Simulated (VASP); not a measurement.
Crystal: HfO2.

```
Hf O
1.0
    -2.93161    2.93161    2.44147
     2.93161   -2.93161    2.44147
     2.93161    2.93161   -2.44147
Hf O
2 4
Direct
  0.25000 0.75000 0.50000
  0.75000 0.25000 0.50000
  0.25000 0.50000 0.75000
  0.50000 0.25000 0.75000
  0.50000 0.75000 0.25000
  0.75000 0.50000 0.25000
```

The cell was generated, and may not be a known phase.

| Property | Result |
| --- | --- |
| Program | VASP 6.6.1 |
| Task | relaxation of cell and atoms |
| Functional | PBE |
| Potentials or basis | VASP PAW PBE potentials, release 64 (Hf_pv, O) |
| Cutoff | 600 eV |
| k mesh | 4 × 4 × 4 |
| Occupations | gaussian, width 0.1 eV |
| Spin | no spin polarisation |

At the start: pressure 54.5 GPa; volume 13.99 Å³/atom.

**Question.** How do energy, volume and symmetry change on relaxing?

**Answer.** Over 16 steps the energy falls by 1374.8 meV/atom and the volume is 24.36 Å³/atom (+74.2 %); space group I4/mmm (No. 139, to 0.1 Å) before and after.

The path:
```
step  energy change (eV)  largest force (eV/Å)  pressure (GPa)  volume (Å³)
   1              0.0000                2.3621           54.48        83.93
   2             -1.2035                5.6188          -25.00       154.62
   3             -5.1841                5.3808           -7.44       116.60
   4             -5.2107                5.2761           -4.91       113.92
   5             -7.7477                0.2107            3.78       123.18
   6             -7.7490                0.0766            3.53       122.98
   7             -8.0831                0.0358            2.42       131.40
   8             -8.2095                0.1946            1.50       140.46
   9             -8.2104                0.2136            1.41       141.45
  10             -8.1863                0.7481           -3.70       149.69
  11             -8.2318                0.4408           -0.78       144.78
  12             -8.2436                0.2014            0.37       146.11
  13             -8.2477                0.0176           -0.01       145.66
  14             -8.2480                0.0424            0.44       145.64
  15             -8.2482                0.0189            0.26       145.65
  16             -8.2486                0.0387            0.02       146.18
```

Final structure:
```cif
data_structure
_symmetry_space_group_name_H-M 'P 1'
_symmetry_Int_Tables_number 1
_cell_length_a 5.7887
_cell_length_b 5.7887
_cell_length_c 5.7887
_cell_angle_alpha 104.928
_cell_angle_beta 104.928
_cell_angle_gamma 118.999
_cell_volume 146.18
loop_
_atom_site_label
_atom_site_type_symbol
_atom_site_fract_x
_atom_site_fract_y
_atom_site_fract_z
_atom_site_occupancy
Hf1 Hf 0.25000 0.75000 0.50000 1
Hf2 Hf 0.75000 0.25000 0.50000 1
O1 O 0.18678 0.50000 0.68678 1
O2 O 0.50000 0.18678 0.68678 1
O3 O 0.50000 0.81322 0.31322 1
O4 O 0.81322 0.50000 0.31322 1
```

Caveat: the volume moved by over 15 % at a fixed basis, so the end points are rough.
